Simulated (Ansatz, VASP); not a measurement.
One calculation of Cu, two programs

Contents of INCAR:

```
ALGO = Fast
EDIFF = 1E-6
ENCUT = 520
GGA = CA
ISIF = 2
ISMEAR = 0
LASPH = T
LCHARG = F
LREAL = F
LWAVE = F
NBANDS = 12
NELM = 60
PREC = Accurate
SIGMA = 0.15
```

The input KPOINTS:

```
k-points
0
Gamma
  24 24 24
```

File POSCAR:

```
Cu
1.0
   -1.4121383590      1.4121383590      1.4523843022
    1.4121383590     -1.4121383590      1.4523843022
    1.4121383590      1.4121383590     -1.4523843022
Cu
1
Direct
    0.0000000000      0.0000000000      0.0000000000
```

Input for Ansatz:

```yaml
crystal:
  lattice:
    - [-1.412138359, 1.412138359, 1.4523843022]
    - [1.412138359, -1.412138359, 1.4523843022]
    - [1.412138359, 1.412138359, -1.4523843022]
  atoms:
    - { symbol: Cu, position: [0.0, 0.0, 0.0] }
basis:
  ecutwfc: 520.0
kpoints:
  mp_grid: { grid: [24, 24, 24] }
hamiltonian:
  xc: lda
  pseudopotentials: { kind: paw, azcp: { folder: soft_1 } }
scf:
  occupations: { method: gaussian, width: 0.15 }
output:
  forces: true
  stress: true
  eigenvalues: true
```

Alike in both runs: task single point; functional LDA; k mesh 24 × 24 × 24; occupations gaussian, width 0.15 eV; no spin polarisation.

|  | VASP | Ansatz |
| --- | --- | --- |
| version | VASP 6.6.1 | Ansatz 0.2.0 |
| potentials or method | VASP PAW LDA potentials, release 64 (Cu), cutoff 520 eV | scalar-relativistic, plane waves, PAW |
| valence electrons in the cell | 11 | 19 |

|  | VASP | Ansatz | Ansatz less VASP |
| --- | --- | --- | --- |
| gap on the k mesh at the Fermi level (eV) | none | none | - |
| pressure (GPa) | -8.5 | -9.4 | -0.99 |
| traceless stress, the component that is largest in VASP (GPa) | 0.34 | 0.33 | -0.008 |

Ansatz warns that its potentials were made for another functional, while VASP's fit it. LDA's correlation is that of Perdew and Zunger in VASP and of Perdew and Wang (1992) in Ansatz. A gap of «none» marks a metal or a gap that the smearing closes. VASP's potentials hold 11 valence electrons a cell and Ansatz's 19, so a difference there can come from the potentials and not from the codes.
